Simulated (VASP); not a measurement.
# InSe in VASP: single point with PBEsol

Aim: the single point of InSe with PBEsol.

Program: VASP 6.6.1. These are calculated values, not measurements. Logs are shortened: lines on timing, memory, paths and dates and some standing lists are left out, and cuts for length are marked.

## 1. The cell of the first run

The cell holds a slab with vacuum, 16 atoms: a = 4.006 Å, b = 4.006 Å, c = 45.838 Å, α = 90.00°, β = 90.00°, γ = 120.00°.

## 2. Single point, PBEsol

Input file INCAR:

```
SYSTEM = InSe
PREC = Accurate
ENCUT = 520
EDIFF = 1E-6
ISMEAR = 0
SIGMA = 0.05
LREAL = Auto
LASPH = .True.
NELM = 60
ALGO = Normal
ISIF = 2
LWAVE = .False.
LCHARG = .False.
LDIPOL = .True.
IDIPOL = 3
DIPOL = 0.5 0.5 0.500
GGA = PS
NBANDS = 90
```

Input file KPOINTS:

```
regular mesh
0
Gamma
  9 9 1
  0 0 0
```

Input file POSCAR:

```
InSe
1.0
    4.0058502013      0.0000000000      0.0000000000
   -2.0029251007      3.4691680381      0.0000000000
    0.0000000000      0.0000000000     45.8375628950
Se In
8 8
Direct
    0.6666666667      0.3333333333      0.1636212644
    0.6666666667      0.3333333333      0.2799955745
    0.3333333333      0.6666666667      0.3490823181
    0.3333333333      0.6666666667      0.4654566282
    0.6666666667      0.3333333333      0.5345433718
    0.6666666667      0.3333333333      0.6509176819
    0.3333333333      0.6666666667      0.7200044255
    0.3333333333      0.6666666667      0.8363787356
    0.3333333333      0.6666666667      0.1915208572
    0.3333333333      0.6666666667      0.2520959818
    0.6666666667      0.3333333333      0.3769819108
    0.6666666667      0.3333333333      0.4375570355
    0.3333333333      0.6666666667      0.5624429645
    0.3333333333      0.6666666667      0.6230180892
    0.6666666667      0.3333333333      0.7479040182
    0.6666666667      0.3333333333      0.8084791428
```

Potentials or basis: VASP PAW PBE potentials, release 64 (Se, In_d).

Started as:

```console
$ cat potpaw_PBE.64/Se/POTCAR potpaw_PBE.64/In_d/POTCAR > POTCAR
$ mpirun -np 1 vasp_std > vasp.out
```

OUTCAR:

```text
SYSTEM = InSe
   PREC = Accurate
   ENCUT = 520
   EDIFF = 1E-6
   ISMEAR = 0
   LREAL = Auto
   LASPH = .True.
   NELM = 60
   ISIF = 2
   GGA = PS

 ion  position               nearest neighbor table
   1  0.667  0.333  0.164-   9 2.64   9 2.64   9 2.64
   2  0.667  0.333  0.280-  10 2.64  10 2.64  10 2.64
   3  0.333  0.667  0.349-  11 2.64  11 2.64  11 2.64
   4  0.333  0.667  0.465-  12 2.64  12 2.64  12 2.64
   5  0.667  0.333  0.535-  13 2.64  13 2.64  13 2.64
   6  0.667  0.333  0.651-  14 2.64  14 2.64  14 2.64
   7  0.333  0.667  0.720-  15 2.64  15 2.64  15 2.64
   8  0.333  0.667  0.836-  16 2.64  16 2.64  16 2.64
   9  0.333  0.667  0.192-   1 2.64   1 2.64   1 2.64  10 2.78
  10  0.333  0.667  0.252-   2 2.64   2 2.64   2 2.64   9 2.78
  11  0.667  0.333  0.377-   3 2.64   3 2.64   3 2.64  12 2.78
  12  0.667  0.333  0.438-   4 2.64   4 2.64   4 2.64  11 2.78
  13  0.333  0.667  0.562-   5 2.64   5 2.64   5 2.64  14 2.78
  14  0.333  0.667  0.623-   6 2.64   6 2.64   6 2.64  13 2.78
  15  0.667  0.333  0.748-   7 2.64   7 2.64   7 2.64  16 2.78
  16  0.667  0.333  0.808-   8 2.64   8 2.64   8 2.64  15 2.78

  LATTYP: Found a hexagonal cell.
 ALAT       =     4.0058502013
 C/A-ratio  =    11.4426552646

  Lattice vectors:

 A1 = (   4.0058502013,   0.0000000000,   0.0000000000)
 A2 = (  -2.0029251007,   3.4691680381,   0.0000000000)
 A3 = (   0.0000000000,   0.0000000000,  45.8375628950)

Analysis of symmetry for initial positions (statically):
=====================================================================
 Subroutine PRICEL returns:
 Original cell was already a primitive cell.

 Routine SETGRP: Setting up the symmetry group for a
 hexagonal supercell.

 Subroutine GETGRP returns: Found 12 space group operations
 (whereof 12 operations were pure point group operations)
 out of a pool of 24 trial point group operations.

The static configuration has the point symmetry D_3d.

Analysis of symmetry for dynamics (positions and initial velocities):
=====================================================================
 Subroutine PRICEL returns:
 Original cell was already a primitive cell.

 Routine SETGRP: Setting up the symmetry group for a
 hexagonal supercell.

 Subroutine GETGRP returns: Found 12 space group operations
 (whereof 12 operations were pure point group operations)
 out of a pool of 24 trial point group operations.

The dynamic configuration has the point symmetry D_3d.

[... 126 lines left out ...]
   EMIN   =  10.00;   EMAX   =-10.00  energy-range for DOS
   EFERMI =   0.00;   METHOD = LEGACY
   ISMEAR =     0;   SIGMA  =   0.05  broadening in eV -4-tet -1-fermi 0-gaus
   EFERMI_NEDOS =   21; number of points for ismear=-14 and -15
   IALGO  =     38    algorithm
   IMIX   =      4    mixing-type and parameters
     AMIX     =   0.40;   BMIX     =  1.00
     AMIX_MAG =   1.60;   BMIX_MAG =  1.00
  volume/ion in A,a.u.               =      39.81       268.67
  Fermi-wavevector in a.u.,A,eV,Ry     =   1.015412  1.918850 14.028436  1.031061
  Thomas-Fermi vector in A             =   2.148696
   LORBIT       =      0    0 simple, 1 ext, 2 COOP (PROOUT), +10 PAW based schemes
   GGA     = PS    functional components
   LHFCALC =     F    Hartree Fock is set to
   AEXX    =    0.0000 exact exchange contribution
   IVDW    =     0    specifies the selected vdW correction
   LEPSILON=     F    determine dielectric tensor
   LRPA    =     F    only Hartree local field effects (RPA)
 non-spin polarized calculation
 Gauss-broadening in eV      SIGMA  =   0.05
  energy-cutoff  :      520.00
  volume of cell :      637.00
 maximum number of plane-waves:     17251
 NGX is ok and might be reduce to    30
   NGX = 15   NGY = 15   NGZ =171

 dipolmoment           0.000000      0.000000      0.000000 electrons x Angstroem

 number of electron     151.9999970 magnetization

 dipolmoment           0.000000      0.000000     -0.000000 electrons x Angstroem

 Free energy of the ion-electron system (eV)
  ---------------------------------------------------
  ext. energy  EPLUGINS =         0.00000000
  ---------------------------------------------------
  free energy    TOTEN  =       -62.36968451 eV

  energy without entropy =      -62.36968451  energy(sigma->0) =      -62.36968451

 E-fermi :   1.5302     XC(G=0):  -6.8950

 val. band max:        1.2564108153   @ k =   0.1111   0.0000   0.0000
 cond. band min:       2.0162419719   @ k =   0.0000   0.0000   0.0000
 fundamental gap:      0.7598311566
 Fermi energy:         1.5301780890

 k-point     1 :       0.0000    0.0000    0.0000
  band No.  band energies     occupation
      1     -13.2358      2.00000
      2     -13.2356      2.00000
      3     -13.2240      2.00000
      4     -13.2240      2.00000
      5     -13.0380      2.00000
      6     -13.0380      2.00000
[... 1081 lines left out ...]
     87       4.8588      0.00000
     88       4.8588      0.00000
 [bands above 88 left out]

------------------------ aborting loop because EDIFF is reached ----------------------------------------

 vacuum level on the upper side and lower side of the slab       (xc-potential included)        -0.144        -0.144

  FORCE on cell =-STRESS in cart. coord.  units (eV):
  Direction    XX          YY          ZZ          XY          YZ          ZX
  --------------------------------------------------------------------------------------
  -------------------------------------------------------------------------------------
  Total       -0.2367186     -0.2367186     -0.0664367      0.0000000     -0.0000000     -0.0000000
  in kB       -0.5953898     -0.5953898     -0.1671004      0.0000000     -0.0000000     -0.0000000
  external PRESSURE =      -0.4526267 kB  Pullay stress =       0.0000000 kB

 VOLUME and BASIS-vectors are now :
 -----------------------------------------------------------------------------
  energy-cutoff  :      520.00
  volume of cell :      637.00
      direct lattice vectors                 reciprocal lattice vectors
     4.005850201  0.000000000  0.000000000     0.249634896  0.144126775  0.000000000
    -2.002925101  3.469168038  0.000000000     0.000000000  0.288253549  0.000000000
     0.000000000  0.000000000 45.837562895     0.000000000  0.000000000  0.021816169

 POSITION                                       TOTAL-FORCE (eV/Angst)
 -----------------------------------------------------------------------------------
      2.00293      1.15639      7.50000        -0.000000      0.000000     -0.003347
      2.00293      1.15639     12.83431         0.000000     -0.000000      0.021569
     -0.00000      2.31278     16.00108        -0.000000      0.000000     -0.012856
     -0.00000      2.31278     21.33540         0.000000      0.000000      0.019495
      2.00293      1.15639     24.50217        -0.000000     -0.000000     -0.019495
      2.00293      1.15639     29.83648        -0.000000      0.000000      0.012856
[... 8 lines left out ...]
      2.00293      1.15639     34.28210         0.000000     -0.000000      0.008441
      2.00293      1.15639     37.05871         0.000000     -0.000000      0.003795
 -----------------------------------------------------------------------------------
    total drift:                               -0.000000      0.000000      0.000000

  FREE ENERGIE OF THE ION-ELECTRON SYSTEM (eV)
  ---------------------------------------------------
  free  energy   TOTEN  =       -62.3696845141 eV

  energy  without entropy=      -62.3696845141  energy(sigma->0) =      -62.36968451

 vacuum level on the upper side and lower side of the slab         6.624         6.624
```

Wall time 35 min (1 thread of Intel Xeon Platinum 8488C (Sapphire Rapids), shared host); peak memory 0.87 GiB.

What came out:

```
Free energy            : -62.3697 eV
Largest force          : 0.057 eV/Å
Band gap on the k mesh : 0.76 eV (least direct gap 0.78 eV)
```

Forces in eV/Å, atoms in the order of the input:
```
Se   0.000  0.000 -0.003
Se   0.000  0.000  0.022
Se   0.000  0.000 -0.013
Se   0.000  0.000  0.019
Se   0.000  0.000 -0.019
Se   0.000  0.000  0.013
Se   0.000  0.000 -0.022
Se   0.000  0.000  0.003
In   0.000  0.000 -0.004
In   0.000  0.000 -0.008
In   0.000  0.000  0.045
In   0.000  0.000 -0.057
In   0.000  0.000  0.057
In   0.000  0.000 -0.045
In   0.000  0.000  0.008
In   0.000  0.000  0.004
```

Caveat: the PAW data sets were made with another functional, which shifts forces and pressure a little; spin-orbit coupling is left out, which moves the levels of the heavy elements.
